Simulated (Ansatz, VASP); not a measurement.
## One calculation of SnO2, two programs

INCAR

```
SYSTEM = SnO2
PREC     = Accurate       ! precision mode
ENCUT    = 520            ! plane-wave cutoff, eV
EDIFF    = 1E-6           ! SCF threshold, eV
ISMEAR   = 0              ! smearing method
SIGMA    = 0.05           ! smearing width, eV
LREAL    = .FALSE.        ! projectors in reciprocal space
LASPH    = .TRUE.         ! aspherical terms in the spheres
NELM     = 100            ! most SCF steps
ALGO     = Normal         ! electronic algorithm
ISIF     = 2              ! what is computed and relaxed
LWAVE    = .FALSE.        ! write WAVECAR
LCHARG   = .TRUE.         ! write CHGCAR
LELF     = .TRUE.         ! ELF
LVHAR    = .TRUE.       
NBANDS   = 20             ! bands
```

The input KPOINTS:

```
Automatic mesh
0
G
  12 12 12
  0 0 0
```

File POSCAR:

```
SnO2
1.0
    1.6170930752      0.9336291223      4.6565748065
   -1.6170930752      0.9336291223      4.6565748065
    0.0000000000     -1.8672582446      4.6565748065
Sn O
1 2
Direct
    0.5000000000      0.5000000000      0.5000000000
    0.2371700000      0.2371700000      0.2371700000
    0.7628300000      0.7628300000      0.7628300000
```

Input for Ansatz:

```yaml
crystal:
  lattice:
    - [1.6170930752, 0.9336291223, 4.6565748065]
    - [-1.6170930752, 0.9336291223, 4.6565748065]
    - [0.0, -1.8672582446, 4.6565748065]
  atoms:
    - { symbol: Sn, position: [0.5, 0.5, 0.5] }
    - { symbol: O, position: [0.23717, 0.23717, 0.23717] }
    - { symbol: O, position: [0.76283, 0.76283, 0.76283] }
basis:
  ecutwfc: 420
kpoints:
  mp_grid: { grid: [12, 12, 12] }
hamiltonian:
  xc: lda
scf:
  occupations: { method: gaussian, width: 0.05 }
output:
  forces: true
  stress: true
  eigenvalues: true
```

Change from the starting cell: strain -0.0300 x Voigt [0, 0, 1, 0, 0, 0], atoms carried along.

Alike in both runs: task single point; functional LDA; k mesh 12 × 12 × 12; occupations gaussian, width 0.05 eV; no spin polarisation.

|  | VASP | Ansatz |
| --- | --- | --- |
| version | VASP 6.6.1 | Ansatz 0.2.0 |
| potentials or method | VASP PAW LDA potentials, release 64 (Sn_d, O), cutoff 520 eV | scalar-relativistic, plane waves, PAW |
| valence electrons in the cell | 26 | 26 |

```tsv
	VASP	Ansatz	Ansatz less VASP
gap on the k mesh at the Fermi level (eV)	1.76	1.76	-0.001
least direct gap on the mesh (eV)	1.89	1.88	-0.008
pressure (GPa)	-6.2	-6.9	-0.73
traceless stress, the component that is largest in VASP (GPa)	1.73	2.27	+0.541
rms of the force components (eV/Å)	0.107	0.135	+0.0281
```

LDA's correlation is that of Perdew and Zunger in VASP and of Perdew and Wang (1992) in Ansatz. Atom by atom the forces differ by 0.028 eV/Å (rms over components).
